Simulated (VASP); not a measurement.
Write the native input for VASP 6.6.1 that does the following.

```
Task                   : single point
Functional             : PBEsol
Potentials or basis    : VASP PAW PBE potentials, release 64 (Al, N)
Cutoff                 : 600 eV
k mesh                 : 9 × 9 × 4
Occupations            : gaussian, width 0.01 eV
Spin                   : no spin polarisation
Dipole correction      : no
Further INCAR settings : ALGO = Normal; EDIFF = 1e-06; NBANDS = 16
```

The structure of AlN (sol) lies in POSCAR:

```
AlN
1.0
    3.1449155735      0.0000000000      0.0000000000
   -1.5724577868      2.7235767794      0.0000000000
    0.0000000000      0.0000000000      4.9525023395
Al N
2 2
Direct
    0.3333333333      0.6666666667     -0.0014953288
    0.6666666667      0.3333333333      0.4985046712
    0.3333333333      0.6666666667      0.3834953288
    0.6666666667      0.3333333333      0.8834953288
```

The input as run:

INCAR

```
SYSTEM = AlN
PREC     = Accurate       ! precision mode
ENCUT    = 600            ! plane-wave cutoff, eV
EDIFF    = 1E-6           ! SCF threshold, eV
ISMEAR   = 0              ! smearing method
SIGMA    = 0.01           ! smearing width, eV
LREAL    = .FALSE.        ! projectors in reciprocal space
LASPH    = .TRUE.         ! aspherical terms in the spheres
NELM     = 120            ! most SCF steps
ALGO     = Normal         ! electronic algorithm
ISIF     = 2              ! what is computed and relaxed
LWAVE    = .FALSE.        ! write WAVECAR
LCHARG   = .FALSE.        ! write CHGCAR
GGA      = PS             ! functional
NBANDS   = 16             ! bands
GGA_COMPAT= .FALSE.
```

KPOINTS

```
regular mesh
0
G
  9 9 4
  0 0 0
```

Potentials or basis: VASP PAW PBE potentials, release 64 (Al, N).

The run is started by

```sh
$ cat potpaw_PBE.64/Al/POTCAR potpaw_PBE.64/N/POTCAR > POTCAR
$ mpirun -np 1 vasp_std > vasp.out
```

It gave:

```json
{"Pressure": "-3.1 GPa", "Band gap on the k mesh": "3.91 eV, direct"}
```

Caveat: the PAW data sets were made with another functional, which shifts forces and pressure a little.

Run time: 22 s on 1 thread of Intel(R) Xeon(R) Platinum 8259CL CPU @ 2.50GHz (Skylake/Cascade Lake) (shared host), peak memory 0.18 GiB.
